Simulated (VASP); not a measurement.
A run of VASP 6.6.1 is set up as follows.

File INCAR:

```
SYSTEM = Cu
ALGO = Fast
EDIFF = 1E-7
ENCUT = 520
GGA = PE
ISIF = 2
ISMEAR = 0
LASPH = .True.
LCHARG = .True.
LELF = .True.
LREAL = .False.
LVHAR = .True.
LWAVE = .False.
NBANDS = 18
NELM = 100
PREC = Accurate
SIGMA = 0.15
```

File KPOINTS:

```
k-points
0
Gamma
  21 21 12
  0 0 0
```

File POSCAR:

```
Cu
1.0
    2.5613792211      0.0000000000      0.0000000000
   -1.2806896106      2.2182194742      0.0000000000
    0.0000000000      0.0000000000      3.7073402846
Cu
2
Direct
    0.3333333333      0.6666666667      0.2500000000
    0.6666666667      0.3333333333      0.7500000000
```

Potentials or basis: VASP PAW PBE potentials, release 64 (Cu).

Command:

```sh
$ cat potpaw_PBE.64/Cu/POTCAR > POTCAR
$ mpirun -np 1 vasp_std > vasp.out
```

(1) Estimate the pressure.

(2) Predict the band gap on the k mesh.

Results:

(1) 28.6 GPa.

(2) zero (bands 11 and 12 overlap by 5.80 eV).

Caveat: the cell stands under pressure.
